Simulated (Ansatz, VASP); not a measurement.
**Ni: VASP beside Ansatz**

```xyz
8
Lattice="4.5420 0.0000 0.0000 0.0000 4.5420 0.0000 0.0000 0.0000 4.5420" Properties=species:S:1:pos:R:3 pbc="T T T"
Ni    4.5420    0.0000    4.5420
Ni    2.2710    2.2710    2.2710
Ni    1.1355    4.5420    2.2710
Ni    3.4065    0.0000    2.2710
Ni    2.2710    1.1355    4.5420
Ni    2.2710    3.4065    4.5420
Ni    0.0000    2.2710    1.1355
Ni    0.0000    2.2710    3.4065
```

Alike in both runs: functional BLYP; k mesh 6 × 6 × 6; occupations fermi-dirac, width 0.05 eV; collinear spin.

Ansatz relaxed the structure, and its values are those at the end. VASP's run is a single point on that final structure, the one shown.

```csv
,VASP,Ansatz
version,VASP 6.6.1,Ansatz 0.2.0
potentials or method,"VASP PAW PBE potentials, release 64 (Ni), cutoff 520 eV","plane waves (420 eV) with PAW, scalar-relativistic"
valence electrons in the cell,80,144
```

Ansatz gave:

* pressure (GPa): 0.0
* net moment per atom (μB): 0.57
* size of the moment on the site where the two differ most (μB): 0.61

Question: Estimate VASP's values.

Answer: Pressure (GPa): 0.1; net moment per atom (μB): 0.56; size of the moment on the site where the two differ most (μB): 0.58.

VASP's potentials were made for PBE, not for BLYP. Site moments also hang on the region over which each program counts them. VASP's potentials hold 80 valence electrons a cell and Ansatz's 144, so a difference there can come from the potentials and not from the codes.
